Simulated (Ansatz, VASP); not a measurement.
# Two plane-wave programs on BN

```
B N
1.0
     0.00000    1.82323    1.82323
     1.82323    0.00000    1.82323
     1.82323    1.82323    0.00000
B N
1 1
Direct
  0.00000 0.00000 0.00000
  0.25000 0.25000 0.25000
```

Change from the starting cell: hydrostatic strain +1.0%.

Alike in both runs: task single point; functional HSE06; k mesh 8 × 8 × 8; no spin polarisation.

|  | VASP | Ansatz |
| --- | --- | --- |
| version | VASP 6.6.1 | Ansatz 0.2.0 |
| potentials or method | VASP PAW PBE potentials, release 64 (B, N) | plane waves, PAW |
| plane-wave cutoff (eV) | 520 | 420 |
| occupations | gaussian, width 0.01 eV | fixed |
| valence electrons in the cell | 8 | 8 |

```tsv
	VASP	Ansatz	Ansatz less VASP
gap on the k mesh at the Fermi level (eV)	5.74	5.75	+0.014
pressure (GPa)	-15.2	-15.6	-0.41
```

Ansatz's warnings: stress exchange threshold loose, stress scf threshold loose.
